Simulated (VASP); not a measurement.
# Mo4H in VASP: relaxation of the atoms with PBEsol

Aim: the relaxation of the atoms of Mo4H with PBEsol.

Everything below comes from runs of VASP 6.6.1. Logs are shortened: lines on timing, memory, paths and dates and some standing lists are left out, and cuts for length are marked.

### Step 1. The cell of the first run

The cell holds a slab with vacuum, 5 atoms: a = 2.801 Å, b = 2.801 Å, c = 24.941 Å, α = 90.00°, β = 90.00°, γ = 90.00°.

### Step 2. Relaxation of the atoms, PBEsol

The input, INCAR:

```
SYSTEM = Mo4H
ALGO = Fast
DIPOL = 0.5 0.5 0.492
EDIFF = 1E-6
EDIFFG = -0.02
ENCUT = 520
GGA = PS
IBRION = 2
IDIPOL = 3
ISIF = 2
ISMEAR = 0
LASPH = .TRUE.
LCHARG = .FALSE.
LDIPOL = .TRUE.
LREAL = .FALSE.
LWAVE = .FALSE.
NELM = 100
NSW = 45
PREC = Accurate
SIGMA = 0.1
```

The input, KPOINTS:

```
k-points
0
G
  10 10 1
  0 0 0
```

The input, POSCAR:

```
Mo4H
1.0
    2.8007049267      0.0000000000      0.0000000000
    0.0000000000      2.8007049267      0.0000000000
    0.0000000000      0.0000000000     24.9411923373
Mo H
4 1
Selective dynamics
Direct
    0.5000000000      0.5000000000      0.3408016700  F F F
    0.0000000000      0.0000000000      0.4202043472  F F F
    0.5000000000      0.5000000000      0.4974210122  F F F
    0.0000000000      0.0000000000      0.5751683665  F F F
    0.3333333333      0.3333333333      0.6272909749  F F T
```

Potentials or basis: VASP PAW PBE potentials, release 64 (Mo_sv, H).

Command:

```
cat potpaw_PBE.64/Mo_sv/POTCAR potpaw_PBE.64/H/POTCAR > POTCAR
mpirun -np 1 vasp_std > vasp.out
```

OUTCAR:

```text
SYSTEM = Mo4H
   EDIFF = 1E-6
   EDIFFG = -0.02
   ENCUT = 520
   GGA = PS
   IBRION = 2
   ISIF = 2
   ISMEAR = 0
   LASPH = .TRUE.
   LREAL = .FALSE.
   NELM = 100
   NSW = 45
   PREC = Accurate

 ion  position               nearest neighbor table
   1  0.500  0.500  0.341-   2 2.80   2 2.80   2 2.80   2 2.80
   2  0.000  0.000  0.420-   3 2.76   3 2.76   3 2.76   3 2.76   1 2.80   1 2.80   1 2.80   1 2.80

   3  0.500  0.500  0.497-   2 2.76   2 2.76   2 2.76   2 2.76   4 2.77   4 2.77   4 2.77   4 2.77

   4  0.000  0.000  0.575-   5 1.85   3 2.77   3 2.77   3 2.77   3 2.77
   5  0.333  0.333  0.627-   4 1.85

  LATTYP: Found a simple tetragonal cell.
 ALAT       =     2.8007049267
 C/A-ratio  =     8.9053266910

  Lattice vectors:

 A1 = (   2.8007049267,   0.0000000000,   0.0000000000)
 A2 = (   0.0000000000,   2.8007049267,   0.0000000000)
 A3 = (   0.0000000000,   0.0000000000,  24.9411923373)

Analysis of symmetry for initial positions (statically):
=====================================================================
 Subroutine PRICEL returns:
 Original cell was already a primitive cell.

 Routine SETGRP: Setting up the symmetry group for a
 simple tetragonal supercell.

 Subroutine GETGRP returns: Found  2 space group operations
 (whereof  2 operations were pure point group operations)
 out of a pool of 16 trial point group operations.

The static configuration has the point symmetry C_1h.

Analysis of symmetry for dynamics (positions and initial velocities):
=====================================================================
 Subroutine PRICEL returns:
 Original cell was already a primitive cell.

 Routine SETGRP: Setting up the symmetry group for a
 simple tetragonal supercell.

 Subroutine GETGRP returns: Found  2 space group operations
 (whereof  2 operations were pure point group operations)
 out of a pool of 16 trial point group operations.

The dynamic configuration has the point symmetry C_1h.

Analysis of constrained symmetry for selective dynamics:
=====================================================================
 Subroutine PRICEL returns:
 Original cell was already a primitive cell.

 Routine SETGRP: Setting up the symmetry group for a
 simple tetragonal supercell.

 Subroutine GETGRP returns: Found  2 space group operations
 (whereof  2 operations were pure point group operations)
 out of a pool of 16 trial point group operations.

The constrained configuration has the point symmetry C_1h.

 Subroutine INISYM returns: Found  2 space group operations
 (whereof  2 operations are pure point group operations),
 and found     1 'primitive' translations

----------------------------------------------------------------------------------------

                                     Primitive cell

  volume of cell :     195.6374

  direct lattice vectors                    reciprocal lattice vectors
     2.800704927  0.000000000  0.000000000     0.357052966  0.000000000  0.000000000
     0.000000000  2.800704927  0.000000000     0.000000000  0.357052966  0.000000000
     0.000000000  0.000000000 24.941192337     0.000000000  0.000000000  0.040094314

  length of vectors
     2.800704927  2.800704927 24.941192337     0.357052966  0.357052966  0.040094314

  position of ions in fractional coordinates (direct lattice)
     0.500000000  0.500000000  0.340801670
     0.000000000  0.000000000  0.420204347
     0.500000000  0.500000000  0.497421012
     0.000000000  0.000000000  0.575168367
     0.333333333  0.333333333  0.627290975

  ion indices of the primitive-cell ions
   primitive index   ion index
                 1           1
                 2           2
                 3           3
                 4           4
                 5           5

----------------------------------------------------------------------------------------

 KPOINTS: k-points

Automatic generation of k-mesh.
 Grid dimensions read from file:
 generate k-points for:   10   10    1

 Generating k-lattice:

  Cartesian coordinates                     Fractional coordinates (reciprocal lattice)
     0.035705297  0.000000000  0.000000000     0.100000000  0.000000000  0.000000000
     0.000000000  0.035705297  0.000000000     0.000000000  0.100000000  0.000000000
     0.000000000  0.000000000  0.040094314     0.000000000  0.000000000  1.000000000

  Length of vectors
     0.035705297  0.035705297  0.040094314

  Shift w.r.t. Gamma in fractional coordinates (k-lattice)
     0.000000000  0.000000000  0.000000000

 Subroutine IBZKPT returns following result:
 ===========================================

 Found     31 irreducible k-points:

 Following reciprocal coordinates:
            Coordinates               Weight
  0.000000  0.000000  0.000000      1.000000
  0.100000  0.000000  0.000000      4.000000
  0.200000  0.000000  0.000000      4.000000
  0.300000  0.000000  0.000000      4.000000
  0.400000  0.000000  0.000000      4.000000
  0.500000  0.000000  0.000000      2.000000
[... 16 lines left out ...]
  0.300000  0.300000  0.000000      2.000000
 -0.300000  0.300000  0.000000      2.000000
 [... further k-points ...]
   k-points           NKPTS =     31   k-points in BZ     NKDIM =     31   number of bands    NBANDS=     34
   number of dos      NEDOS =    301   number of ions     NIONS =      5
   total plane-waves  NPLWV = 110592
   dimension x,y,z NGX =    24 NGY =   24 NGZ =  192
   dimension x,y,z NGXF=    48 NGYF=   48 NGZF=  384
   ions per type =               4   1
   NGX,Y,Z   is equivalent  to a cutoff of  14.25, 14.25, 12.80 a.u.
   NGXF,Y,Z  is equivalent  to a cutoff of  28.49, 28.49, 25.60 a.u.
 SYSTEM =  Mo4H
   PREC   = accura    normal or accurate (medium, high low for compatibility)
   ISTART =      0    job   : 0-new  1-cont  2-samecut
   ICHARG =      2    charge: 1-file 2-atom 10-const
   ISPIN  =      1    spin polarized calculation?
   LNONCOLLINEAR =      F non collinear calculations
   LSORBIT =      F    spin-orbit coupling
   LASPH  =      T    aspherical Exc in radial PAW
   ENCUT  =  520.0 eV  38.22 Ry    6.18 a.u.   5.21  5.21 46.37*2*pi/ulx,y,z
   NELM   =    100;   NELMIN=  2; NELMDL= -5     # of ELM steps
   EDIFF  = 0.1E-05   stopping-criterion for ELM
   LREAL  =      F    real-space projection
   EDIFFG = -.2E-01   stopping-criterion for IOM
   NSW    =     45    number of steps for IOM
   IBRION =      2    ionic relax: 0-MD 1-quasi-New 2-CG
   NFREE  =      1    steps in history (QN), initial steepest desc. (CG)
   ISIF   =      2    stress and relaxation
   ISYM   =      2    0-nonsym 1-usesym 2-fastsym
   POTIM  = 0.5000    time-step for ionic-motion
   TEBEG  =    0.0;   TEEND  =   0.0 temperature during run
   PSTRESS=    0.0 pullay stress
   NELECT =      57.0000    total number of electrons
   NUPDOWN=      -1.0000    fix difference up-down
   EMIN   =  10.00;   EMAX   =-10.00  energy-range for DOS
   EFERMI =   0.00;   METHOD = LEGACY
   ISMEAR =     0;   SIGMA  =   0.10  broadening in eV -4-tet -1-fermi 0-gaus
   EFERMI_NEDOS =   21; number of points for ismear=-14 and -15
   IALGO  =     68    algorithm
   IMIX   =      4    mixing-type and parameters
     AMIX     =   0.40;   BMIX     =  1.00
     AMIX_MAG =   1.60;   BMIX_MAG =  1.00
  volume/ion in A,a.u.               =      39.13       264.05
  Fermi-wavevector in a.u.,A,eV,Ry     =   1.085298  2.050916 16.025928  1.177873
  Thomas-Fermi vector in A             =   2.221409
   LORBIT       =      0    0 simple, 1 ext, 2 COOP (PROOUT), +10 PAW based schemes
   GGA     = PS    functional components
   LHFCALC =     F    Hartree Fock is set to
   AEXX    =    0.0000 exact exchange contribution
   IVDW    =     0    specifies the selected vdW correction
   LEPSILON=     F    determine dielectric tensor
   LRPA    =     F    only Hartree local field effects (RPA)
 conjugate gradient relaxation of ions
 non-spin polarized calculation
 RMM-DIIS sequential band-by-band and
 Gauss-broadening in eV      SIGMA  =   0.10
  energy-cutoff  :      520.00
  volume of cell :      195.64
 maximum number of plane-waves:      5328
 NGX is ok and might be reduce to    24
   NGX = 11   NGY = 11   NGZ = 93

 dipolmoment           0.000000      0.000000     -0.008869 electrons x Angstroem

--------------------------------------- Ionic step        1  -------------------------------------------

 number of electron      56.9999997 magnetization

 Free energy of the ion-electron system (eV)
  ---------------------------------------------------
  ext. energy  EPLUGINS =         0.00000000
  ---------------------------------------------------
  free energy    TOTEN  =       -46.24354099 eV

  energy without entropy =      -46.23242893  energy(sigma->0) =      -46.23798496

------------------------ aborting loop because EDIFF is reached ----------------------------------------

  FORCE on cell =-STRESS in cart. coord.  units (eV):
  Direction    XX          YY          ZZ          XY          YZ          ZX
  --------------------------------------------------------------------------------------
  -------------------------------------------------------------------------------------
  Total       -5.0463262     -5.0463262     -0.5273729      0.8145655      0.7929049      0.7929051
  in kB      -41.3270097    -41.3270097     -4.3189332      6.6709038      6.4935134      6.4935154
  external PRESSURE =     -28.9909842 kB  Pullay stress =       0.0000000 kB
[... 102 lines left out ...]
  energy  without entropy=      -46.2593013675  energy(sigma->0) =      -46.26526179

--------------------------------------- Ionic step        4  -------------------------------------------

 number of electron      56.9999997 magnetization

 dipolmoment           0.000000      0.000000      0.011518 electrons x Angstroem

 Free energy of the ion-electron system (eV)
  ---------------------------------------------------
  ext. energy  EPLUGINS =         0.00000000
  ---------------------------------------------------
  free energy    TOTEN  =       -46.27141568 eV

  energy without entropy =      -46.25942124  energy(sigma->0) =      -46.26541846

 E-fermi :   0.8929     XC(G=0):  -5.2696

 val. band max:        0.8667150293   @ k =   0.3000   0.2000   0.0000
 cond. band min:       0.9852407364   @ k =   0.3000   0.3000   0.0000
 fundamental gap:      0.1185257072
 Fermi energy:         0.8929465152

 k-point     1 :       0.0000    0.0000    0.0000
  band No.  band energies     occupation
      1     -59.9286      2.00000
      2     -59.8864      2.00000
      3     -59.6515      2.00000
      4     -59.3892      2.00000
      5     -34.4167      2.00000
      6     -34.2230      2.00000
[... 877 lines left out ...]
     33       2.2937      0.00000
     34       3.0397      0.00000

 [... further k-points ...]

------------------------ aborting loop because EDIFF is reached ----------------------------------------

 vacuum level on the upper side and lower side of the slab       (xc-potential included)         0.126        -0.134

  FORCE on cell =-STRESS in cart. coord.  units (eV):
  Direction    XX          YY          ZZ          XY          YZ          ZX
  --------------------------------------------------------------------------------------
  -------------------------------------------------------------------------------------
  Total       -4.6719059     -4.6719059      0.1926917      1.1067425      1.1003838      1.1003841
  in kB      -38.2606852    -38.2606852      1.5780531      9.0636940      9.0116198      9.0116224
  external PRESSURE =     -24.9811058 kB  Pullay stress =       0.0000000 kB

 VOLUME and BASIS-vectors are now :
 -----------------------------------------------------------------------------
  energy-cutoff  :      520.00
  volume of cell :      195.64
      direct lattice vectors                 reciprocal lattice vectors
     2.800704927  0.000000000  0.000000000     0.357052966  0.000000000  0.000000000
     0.000000000  2.800704927  0.000000000     0.000000000  0.357052966  0.000000000
     0.000000000  0.000000000 24.941192337     0.000000000  0.000000000  0.040094314
[... 11 lines left out ...]
  FREE ENERGIE OF THE ION-ELECTRON SYSTEM (eV)
  ---------------------------------------------------
  free  energy   TOTEN  =       -46.2714156754 eV

  energy  without entropy=      -46.2594212356  energy(sigma->0) =      -46.26541846

 reached required accuracy - stopping structural energy minimisation

 vacuum level on the upper side and lower side of the slab         5.679         5.415
```

Wall time 15 min (1 thread of Oxide Virtual Turin-like, shared host); peak memory 0.4 GiB.

What came out:

- Free energy: -46.2714 eV
- Energy gained by relaxing: 5.6 meV/atom
- Ionic steps: 4
- Band gap on the k mesh: zero (an odd number of electrons rules out a gap without spin polarisation)

Step by step:
| step | energy change (eV) | largest force on free atoms (eV/Å) | pressure (GPa) |
| --- | --- | --- | --- |
| 1 | 0.0000 | 0.5088 | -2.90 |
| 2 | -0.0111 | 0.3987 | -2.81 |
| 3 | -0.0277 | 0.0443 | -2.53 |
| 4 | -0.0279 | 0.0031 | -2.50 |

Final structure:
```xyz
5
Lattice="2.8007 0.0000 0.0000 0.0000 2.8007 0.0000 0.0000 0.0000 24.9412" Properties=species:S:1:pos:R:3 pbc="T T T"
Mo    1.4004    1.4004    8.5000
Mo    0.0000    0.0000   10.4804
Mo    1.4004    1.4004   12.4063
Mo    0.0000    0.0000   14.3454
H     0.9336    0.9336   15.5380
```

Caveat: the PAW data sets were made with another functional, which shifts forces and pressure a little.
